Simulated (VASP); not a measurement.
Here is a VASP 6.6.1 calculation.

Contents of INCAR:

```
SYSTEM = Sc
PREC     = Accurate       ! precision mode
ENCUT    = 520            ! plane-wave cutoff, eV
EDIFF    = 1E-6           ! SCF threshold, eV
ISMEAR   = 0              ! smearing method
SIGMA    = 0.1            ! smearing width, eV
LREAL    = .False.        ! projectors in reciprocal space
LASPH    = .True.         ! aspherical terms in the spheres
NELM     = 80             ! most SCF steps
ALGO     = Normal         ! electronic algorithm
ISIF     = 2              ! what is computed and relaxed
LWAVE    = .False.        ! write WAVECAR
LCHARG   = .False.        ! write CHGCAR
GGA      = PS             ! functional
NBANDS   = 30             ! bands
```

Contents of KPOINTS:

```
regular mesh
0
Gamma
  6 6 6
  0 0 0
```

The input POSCAR:

```
Sc
1.0
   -3.0982712514      3.0982712514      2.7152339066
    3.0982712514     -3.0982712514      2.7152339066
    3.0982712514      3.0982712514     -2.7152339066
Sc
4
Direct
    0.1637300000      0.3362700000      0.5000000000
    0.6637300000      0.1637300000      0.8274610000
    0.3362700000      0.8362700000      0.1725390000
    0.8362700000      0.6637300000      0.5000000000
```

Potentials or basis: VASP PAW PBE potentials, release 64 (Sc_sv).

Command:

```bash
$ cat potpaw_PBE.64/Sc_sv/POTCAR > POTCAR
$ mpirun -np 1 vasp_std > vasp.out
```

**Question.** Predict the pressure.

**Answer.** -2.4 GPa.

**Question.** What does it give for the largest force?

**Answer.** 0.009 eV/Å.

**Question.** What does it give for the band gap on the k mesh?

**Answer.** Zero (band 22 reaches 3.41 eV, above the bottom of band 23 at 2.83 eV).

Stress tensor (GPa, compression positive):
```
-2.28  0.00  0.00
 0.00 -2.28  0.00
 0.00  0.00 -2.59
```

Caveat: the PAW data sets were made with another functional, which shifts forces and pressure a little.
